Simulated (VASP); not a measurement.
# Se: single point with PBE+D3(BJ)

Crystal: Se.

```
Se
1.0
     4.06815    0.00000    0.00000
    -2.03407    3.52312    0.00000
     0.00000    0.00000    5.12773
Se
3
Direct
  0.24735 0.00000 0.33333
  0.00000 0.24735 0.66667
  0.75265 0.75265 0.00000
```

```
Program                : VASP 6.6.1
Task                   : single point
Functional             : PBE
Dispersion             : D3(BJ)
Potentials or basis    : VASP PAW PBE potentials, release 64 (Se)
Cutoff                 : 520 eV
k mesh                 : 9 × 9 × 6
Occupations            : gaussian, width 0.02 eV
Spin                   : no spin polarisation
Dipole correction      : no
Further INCAR settings : ALGO = Normal; EDIFF = 1e-06; NBANDS = 16
```

| Quantity | Value |
| --- | --- |
| Pressure | 0.1 GPa |
| Largest force | 0.018 eV/Å |
| Band gap on the k mesh | 0.53 eV, direct |
| Dispersion energy per atom | -0.356 eV |

Forces on the atoms (eV/Å):
```
Se   0.018  0.000  0.000
Se  -0.009  0.016  0.000
Se  -0.009 -0.016  0.000
```

Stress tensor (GPa, compression positive):
```
0.07 0.00 0.00
0.00 0.07 0.00
0.00 0.00 0.15
```

Levels at points of the mesh, in eV from the valence-band top:
```tsv
k point	band 7	band 8	band 9	band 10	band 11	band 12
(0.00, 0.00, 0.00)	-1.86	-1.86	-0.52	1.48	1.48	2.07
(0.00, 0.00, 0.50)	-1.37	-1.34	-1.34	0.95	0.97	0.97
```

It took 91 s on 1 thread of Intel Xeon 8259CL, with other jobs on the host, peak memory 0.22 GiB.

A k mesh can miss the band edges.
